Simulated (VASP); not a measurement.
# AlN (I-4m2) in VASP: notebook

The runs below take AlN through single point, with HSE06, PBE.

Everything below comes from runs of VASP 6.6.1. Logs are shortened: lines on timing, memory, paths and dates and some standing lists are left out, and cuts for length are marked.

## 1. The cell of the first run

The structure is tetragonal, space group I-4m2 (No. 119). Conventional cell: a = 3.059 Å, b = 3.059 Å, c = 4.415 Å, α = 90.00°, β = 90.00°, γ = 90.00°. Within 2.5 Å of Al (site symmetry -4m2) lie 4 N at 1.89 Å. Within 2.5 Å of N (site symmetry -4m2) lie 4 Al at 1.89 Å.

## 2. Single point, HSE06 (epitaxial xy strain -1.0%)

POSCAR

```
AlN
1.0
    0.0000000000      2.1630276483      2.2073064882
    2.1630276483      0.0000000000      2.2073064882
    2.1630276483      2.1630276483      0.0000000000
Al N
1 1
Direct
    0.0000000000      0.0000000000      0.0000000000
    0.2500000000      0.2500000000      0.2500000000
```

INCAR.step1

```
SYSTEM = AlN
PREC = Accurate ; ENCUT = 520
EDIFF = 1E-5 ; ISMEAR = 0
SIGMA = 0.01 ; LREAL = .FALSE.
LASPH = .TRUE. ; NELM = 80
ALGO = Normal ; ISIF = 2
LWAVE = .TRUE. ; LCHARG = .FALSE.
NBANDS = 11 ; GGA = PE
```

INCAR.step2

```
SYSTEM = AlN
PREC = Accurate ; ENCUT = 520
EDIFF = 1E-6 ; ISMEAR = 0
SIGMA = 0.01 ; LREAL = .FALSE.
LASPH = .TRUE. ; NELM = 80
ALGO = Normal ; ISIF = 2
LWAVE = .FALSE. ; LCHARG = .FALSE.
GGA = PE ; LHFCALC = .TRUE.
HFSCREEN = 0.2079 ; PRECFOCK = Normal
NBANDS = 11 ; ISTART = 1
```

KPOINTS

```
Automatic mesh
0
G
  8 8 8
  0 0 0
```

Potentials or basis: VASP PAW PBE potentials, release 64 (Al, N).

On the command line:

```
cat potpaw_PBE.64/Al/POTCAR potpaw_PBE.64/N/POTCAR > POTCAR
cp INCAR.step1 INCAR
mpirun -np 1 vasp_std > vasp.out
cp INCAR.step2 INCAR
mpirun -np 1 vasp_std > vasp.out
```

OUTCAR:

```text
SYSTEM = AlN
   PREC = Accurate
   ENCUT = 520
   EDIFF = 1E-6
   ISMEAR = 0
   LREAL = .FALSE.
   LASPH = .TRUE.
   NELM = 80
   ISIF = 2
   GGA = PE
   LHFCALC = .TRUE.
   HFSCREEN = 0.2079
   PRECFOCK = Normal
   ISTART = 1

 ion  position               nearest neighbor table
   1  0.000  0.000  0.000-   2 1.89   2 1.89   2 1.89   2 1.89
   2  0.250  0.250  0.250-   1 1.89   1 1.89   1 1.89   1 1.89

  LATTYP: Found a body centered tetragonal cell.
 ALAT       =     3.0589830360
 C/A-ratio  =     1.4431636019

  Lattice vectors:

 A1 = (  -2.1630276483,   0.0000000000,   2.2073064882)
 A2 = (   2.1630276483,   0.0000000000,   2.2073064882)
 A3 = (   0.0000000000,   2.1630276483,  -2.2073064882)

Analysis of symmetry for initial positions (statically):
=====================================================================
 Subroutine PRICEL returns:
 Original cell was already a primitive cell.

 Routine SETGRP: Setting up the symmetry group for a
 body centered tetragonal supercell.

 Subroutine GETGRP returns: Found  8 space group operations
 (whereof  8 operations were pure point group operations)
 out of a pool of 16 trial point group operations.

The static configuration has the point symmetry D_2d.

Analysis of symmetry for dynamics (positions and initial velocities):
=====================================================================
 Subroutine PRICEL returns:
 Original cell was already a primitive cell.

 Routine SETGRP: Setting up the symmetry group for a
 body centered tetragonal supercell.

 Subroutine GETGRP returns: Found  8 space group operations
 (whereof  8 operations were pure point group operations)
 out of a pool of 16 trial point group operations.

The dynamic configuration has the point symmetry D_2d.

 Subroutine INISYM returns: Found  8 space group operations
 (whereof  8 operations are pure point group operations),
 and found     1 'primitive' translations

----------------------------------------------------------------------------------------

                                     Primitive cell

  volume of cell :      20.6546

  direct lattice vectors                    reciprocal lattice vectors
     0.000000000  2.163027648  2.207306488    -0.231157471  0.231157471  0.226520423
     2.163027648  0.000000000  2.207306488     0.231157471 -0.231157471  0.226520423
     2.163027648  2.163027648  0.000000000     0.231157471  0.231157471 -0.226520423

  length of vectors
[... 99 lines left out ...]
   IALGO  =     38    algorithm
   IMIX   =      1    mixing-type and parameters
     AMIX     =   0.40;   BMIX     =  1.00
     AMIX_MAG =   1.60;   BMIX_MAG =  1.00
  volume/ion in A,a.u.               =      10.33        69.69
  Fermi-wavevector in a.u.,A,eV,Ry     =   1.193345  2.255094 19.375669  1.424072
  Thomas-Fermi vector in A             =   2.329361
   LORBIT       =      0    0 simple, 1 ext, 2 COOP (PROOUT), +10 PAW based schemes
   GGA     = PE    functional components
   LHFCALC =     T    Hartree Fock is set to
   PRECFOCK=normal    Normal, Fast or Accurate (Low or Medium for compatibility)
   ENCUT4O =  -1.0   cutoff for four orbital integrals eV
   NKREDX  =     1    reduce k-point grid by
   NKREDY  =     1    reduce k-point grid by
   NKREDZ  =     1    reduce k-point grid by
   AEXX    =    0.2500 exact exchange contribution
   HFSCREEN=    0.2079 screening length (either q_TF or 0.3 A-1)
   HFSCREENC=   0.2079 screening length for correlation (either q_TF or 0.3 A-1)
   ENCUTFOCK=  -1.0 apply spherical cutoff to Coloumb kernel
   IVDW    =     0    specifies the selected vdW correction
   LEPSILON=     F    determine dielectric tensor
   LRPA    =     F    only Hartree local field effects (RPA)
 non-spin polarized calculation
 Gauss-broadening in eV      SIGMA  =   0.01
  energy-cutoff  :      520.00
  volume of cell :       20.65
 maximum number of plane-waves:       568
  NGX = 18; NGY = 18; NGZ = 18

 number of electron       8.0000000 magnetization

 Free energy of the ion-electron system (eV)
  ---------------------------------------------------
  ext. energy  EPLUGINS =         0.00000000
  ---------------------------------------------------
  free energy    TOTEN  =       -17.39306407 eV

  energy without entropy =      -17.39306407  energy(sigma->0) =      -17.39306407

 E-fermi :   5.2517     XC(G=0):  -9.0438

 val. band max:        5.1557538815   @ k =   0.0000   0.0000   0.0000
 cond. band min:       9.6565446653   @ k =   0.5000   0.0000   0.5000
 fundamental gap:      4.5007907838
 Fermi energy:         5.2516876051

 k-point     1 :       0.0000    0.0000    0.0000
  band No.  band energies     occupation
      1     -11.4048      2.00000
      2       5.0655      2.00000
      3       5.1558      2.00000
      4       5.1558      2.00000
      5      10.7580      0.00000
      6      19.4510      0.00000
      7      19.4510      0.00000
      8      19.4722      0.00000
      9      24.4217      0.00000
     10      25.1443      0.00000
     11      25.6875      0.00000
[... 309 lines left out ...]
 k-point    24 :       0.3750    0.0000    0.1250
  band No.  band energies     occupation
      1      -9.7305      2.00000
      2       0.3015      2.00000
      3       4.2060      2.00000
      4       4.3151      2.00000
      5      13.7964      0.00000
      6      16.6461      0.00000
      7      18.5672      0.00000
      8      19.3027      0.00000
      9      22.7593      0.00000
     10      26.2845      0.00000
     11      26.7605      0.00000

 [... further k-points ...]

------------------------ aborting loop because EDIFF is reached ----------------------------------------

  FORCE on cell =-STRESS in cart. coord.  units (eV):
  Direction    XX          YY          ZZ          XY          YZ          ZX
  --------------------------------------------------------------------------------------
  -------------------------------------------------------------------------------------
  Total        0.2979231      0.2979231     -0.1006073      0.0000000      0.0000000     -0.0000000
  in kB       23.1098973     23.1098973     -7.8041099      0.0000000      0.0000000     -0.0000000
  external PRESSURE =      12.8052282 kB  Pullay stress =       0.0000000 kB

 VOLUME and BASIS-vectors are now :
 -----------------------------------------------------------------------------
  energy-cutoff  :      520.00
  volume of cell :       20.65
      direct lattice vectors                 reciprocal lattice vectors
     0.000000000  2.163027648  2.207306488    -0.231157471  0.231157471  0.226520423
     2.163027648  0.000000000  2.207306488     0.231157471 -0.231157471  0.226520423
     2.163027648  2.163027648  0.000000000     0.231157471  0.231157471 -0.226520423

 POSITION                                       TOTAL-FORCE (eV/Angst)
 -----------------------------------------------------------------------------------
      0.00000      0.00000      0.00000        -0.000000     -0.000000     -0.000000
      1.08151      1.08151      1.10365         0.000000      0.000000      0.000000
 -----------------------------------------------------------------------------------
    total drift:                                0.000000      0.000000     -0.000000

  FREE ENERGIE OF THE ION-ELECTRON SYSTEM (eV)
  ---------------------------------------------------
  free  energy   TOTEN  =       -17.3930640746 eV

  energy  without entropy=      -17.3930640746  energy(sigma->0) =      -17.39306407
```

Run time: 55 min. Hardware: 1 thread of AMD EPYC 7R43 (Zen 3), shared host; peak memory 0.23 GiB.

Results:

- Free energy: -17.3931 eV
- Pressure: 1.3 GPa
- Band gap on the k mesh: 4.50 eV (least direct gap 5.60 eV)

Caveat: the cell differs from its parent crystal (epitaxial xy strain -1.0%); the PAW data sets were made with another functional, which shifts forces and pressure a little. A k mesh can miss the band edges.

## 3. Single point, PBE (epitaxial xy strain -1.0%)

INCAR

```
PREC     = Accurate       # precision mode
ENCUT    = 520            # plane-wave cutoff, eV
EDIFF    = 1E-7           # SCF threshold, eV
ISMEAR   = -1             # smearing method
SIGMA    = 0.02           # smearing width, eV
LREAL    = F              # projectors in reciprocal space
LASPH    = T              # aspherical terms in the spheres
NELM     = 80             # most SCF steps
ALGO     = Normal         # electronic algorithm
ISIF     = 2              # what is computed and relaxed
LWAVE    = F              # write WAVECAR
LCHARG   = F              # write CHGCAR
GGA      = PE             # functional
NBANDS   = 11             # bands
```

KPOINTS

```
regular mesh
0
Gamma
  10 10 10
```

POSCAR is that of step 2.

Potentials or basis: VASP PAW PBE potentials, release 64 (Al, N).

On the command line:

```
cat potpaw_PBE.64/Al/POTCAR potpaw_PBE.64/N/POTCAR > POTCAR
mpirun -np 1 vasp_std > vasp.out
```

Run time: 5.7 s. Hardware: 1 thread of Intel Xeon 6975P-C (Granite Rapids), shared host; peak memory 0.14 GiB.

It converged, with:

| Item | Value |
| --- | --- |
| Free energy | -14.8317 eV |
| Pressure | 6.4 GPa |
| Band gap on the k mesh | 3.26 eV (least direct gap 4.24 eV) |

Stress tensor (GPa, compression positive):
```
7.36 0.00 0.00
0.00 7.36 0.00
0.00 0.00 4.54
```

Levels at points of the mesh, in eV from the valence-band top:
```tsv
k point	band 2	band 3	band 4	band 5	band 6	band 7
(0.00, 0.00, 0.00)	-0.09	0.00	0.00	4.24	12.61	12.61
(0.50, 0.00, 0.00)	-5.92	-0.60	-0.42	7.41	9.89	11.01
(0.50, 0.50, 0.00)	-5.09	-1.70	-1.70	3.36	8.84	13.80
(0.50, 0.00, 0.50)	-4.89	-1.87	-1.86	3.26	8.53	14.16
```

Caveat: the cell differs from its parent crystal (epitaxial xy strain -1.0%); the cell stands under pressure.

## 4. Single point, PBE (epitaxial xy strain +1.0%)

INCAR

```
SYSTEM = AlN
ALGO = Normal
EDIFF = 1E-7
ENCUT = 520
GGA = PE
ISIF = 2
ISMEAR = -1
LASPH = .True.
LCHARG = .True.
LELF = .True.
LREAL = .False.
LVHAR = .True.
LWAVE = .False.
NBANDS = 11
NELM = 60
PREC = Accurate
SIGMA = 0.02
```

KPOINTS

```
k-points
0
Gamma
  10 10 10
  0 0 0
```

POSCAR

```
AlN
1.0
    0.0000000000      2.2067251766      2.1614008355
    2.2067251766      0.0000000000      2.1614008355
    2.2067251766      2.2067251766      0.0000000000
Al N
1 1
Direct
    0.0000000000      0.0000000000      0.0000000000
    0.2500000000      0.2500000000      0.2500000000
```

On the command line:

```
cat potpaw_PBE.64/Al/POTCAR potpaw_PBE.64/N/POTCAR > POTCAR
mpirun -np 1 vasp_std > vasp.out
```

It took 6.3 s on 1 thread of Intel Xeon 6975P-C (Granite Rapids), shared host; peak memory 0.14 GiB.

The run converged. Its results:

* Free energy: -14.8429 eV
* Pressure: 2.4 GPa
* Band gap on the k mesh: 3.20 eV (least direct gap 4.05 eV)

Stress tensor (GPa, compression positive):
```
1.57 0.00 0.00
0.00 1.57 0.00
0.00 0.00 4.13
```

Levels at points of the mesh, in eV from the valence-band top:
```
           k point  band 1  band 2  band 3  band 4  band 5  band 6  band 7  band 8
(0.00, 0.00, 0.00)  -14.98   -0.08   -0.08    0.00    4.05   12.39   12.41   12.41
(0.50, 0.00, 0.00)  -12.96   -5.87   -0.62   -0.45    7.21    9.74   10.84   11.24
(0.50, 0.50, 0.00)  -12.28   -4.79   -1.93   -1.93    3.20    8.28   14.00   15.44
(0.50, 0.00, 0.50)  -12.36   -4.99   -1.76   -1.76    3.29    8.60   13.64   15.30
```

Caveat: the cell differs from its parent crystal (epitaxial xy strain +1.0%). A k mesh can miss the band edges.

## 5. Summary

```csv
level,cell,k mesh,smearing,grid for exact exchange (PRECFOCK),share of exact exchange,screening parameter,gap on the mesh (eV),pressure (GPa)
HSE06,"a = 3.090, b = 3.090, c = 3.059 Å, angles 60.3, 60.3, 59.3°, 2 atoms",8 × 8 × 8,gaussian 0.01 eV,Normal,0.25,0.2079 1/Å,4.50,1.3
PBE,"a = 3.090, b = 3.090, c = 3.059 Å, angles 60.3, 60.3, 59.3°, 2 atoms",10 × 10 × 10,fermi-dirac 0.02 eV,-,-,-,3.26,6.4
PBE,"a = 3.089, b = 3.089, c = 3.121 Å, angles 59.7, 59.7, 60.7°, 2 atoms",10 × 10 × 10,fermi-dirac 0.02 eV,-,-,-,3.20,2.4
```

Alike in all rows: task single point; potentials or basis VASP PAW PBE potentials, release 64 (Al, N); no spin polarisation; cutoff (eV) 520.

Caveats: the PAW data sets were made with another functional, which shifts forces and pressure a little (at least some runs); the cell stands under pressure (at least some runs).

Absolute energies hang on the potentials; compare differences alone.
